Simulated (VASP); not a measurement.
Wanted: the native input for a VASP 6.6.1 run.

```yaml
Task: single point
Functional: PBE
Potentials_or_basis: VASP PAW PBE potentials, release 64 (Na_pv, H)
Cutoff: 500 eV
k_mesh: 6 × 6 × 6
Occupations: methfessel-paxton, width 0.5 eV
Spin: no spin polarisation
Dipole_correction: no
Further_INCAR_settings: ALGO = Normal; EDIFF = 1e-06; NBANDS = 11
```

The structure of NaH lies in POSCAR:

```
NaH
1.0
    0.0000000000      2.3975122873      2.3975122873
    2.3975122873      0.0000000000      2.3975122873
    2.3975122873      2.3975122873      0.0000000000
Na H
1 1
Direct
    0.0000000000      0.0000000000      0.0000000000
    0.5000000000      0.5000000000      0.5000000000
```

One way to write it, as run:

INCAR

```
PREC = Accurate
ENCUT = 500
EDIFF = 1E-6
ISMEAR = 1
SIGMA = 0.5
LREAL = False
LASPH = True
NELM = 120
ALGO = Normal
ISIF = 2
LWAVE = False
LCHARG = False
GGA = PE
NBANDS = 11
GGA_COMPAT = False
```

KPOINTS

```
Automatic mesh
0
Gamma
  6 6 6
```

Potentials or basis: VASP PAW PBE potentials, release 64 (Na_pv, H).

Run with:

```bash
$ cat potpaw_PBE.64/Na_pv/POTCAR potpaw_PBE.64/H/POTCAR > POTCAR
$ mpirun -np 1 vasp_std > vasp.out
```

Results of the run:

```yaml
Pressure: 0.5 GPa
Band_gap_on_the_k_mesh: 3.85 eV (least direct gap 4.67 eV)
```

Wall time 5.4 s on 1 thread of Intel(R) Xeon(R) Platinum 8375C CPU @ 2.90GHz (Ice Lake), with other jobs on the host, peak memory 0.14 GiB.
